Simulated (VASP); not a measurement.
**WS2: single point with r2SCAN**

The system is WS2, a slab with vacuum.

```
W S
1.0
     3.18141    0.00000    0.00000
    -1.59071    2.75518    0.00000
     0.00000    0.00000   24.04347
W S
2 4
Direct
  0.33333 0.66667 0.63794
  0.66667 0.33333 0.36206
  0.33333 0.66667 0.29624
  0.66667 0.33333 0.57210
  0.33333 0.66667 0.42790
  0.66667 0.33333 0.70376
```

This cell differs from its parent crystal: strain +0.0150 x Voigt [0, 0, 1, 0, 0, 0].

* Program: VASP 6.6.1
* Task: single point
* Functional: r2SCAN
* Potentials or basis: VASP PAW PBE potentials, release 64 (W_sv, S)
* Cutoff: 520 eV
* k mesh: 12 × 12 × 2
* Occupations: gaussian, width 0.05 eV
* Spin: no spin polarisation

```yaml
Largest_force: 0.453 eV/Å
Band_gap_on_the_k_mesh: 1.78 eV, indirect (least direct gap 1.96 eV)
```

Forces on the atoms (eV/Å):
```
W    0.000  0.000  0.000
W    0.000  0.000  0.000
S    0.000  0.000  0.453
S    0.000  0.000  0.444
S    0.000  0.000 -0.444
S    0.000  0.000 -0.453
```

Levels at points of the mesh, in eV from the valence-band top:
| k point | band 22 | band 23 | band 24 | band 25 | band 26 | band 27 | band 28 | band 29 | band 30 | band 31 |
| --- | --- | --- | --- | --- | --- | --- | --- | --- | --- | --- |
| (0.00, 0.00, 0.00) | -1.87 | -1.86 | -1.86 | -0.45 | 0.00 | 2.86 | 2.86 | 2.87 | 2.87 | 2.94 |
| (0.50, 0.00, 0.00) | -2.51 | -1.57 | -1.53 | -1.21 | -1.17 | 2.82 | 2.83 | 3.21 | 3.29 | 4.00 |
| (0.00, 0.00, 0.50) | -1.87 | -1.86 | -1.86 | -0.45 | 0.00 | 2.86 | 2.86 | 2.87 | 2.87 | 2.94 |
| (0.50, 0.00, 0.50) | -2.51 | -1.57 | -1.53 | -1.21 | -1.17 | 2.82 | 2.83 | 3.21 | 3.29 | 4.00 |

It took 37 min on 1 thread of AMD EPYC 9755 128-Core Processor, on a shared host, peak memory 0.45 GiB.

Caveat: the cell differs from its parent crystal (strain +0.0150 x Voigt [0, 0, 1, 0, 0, 0]); the PAW data sets were made with another functional, which shifts forces and pressure a little; spin-orbit coupling is left out, which moves the levels of the heavy elements.
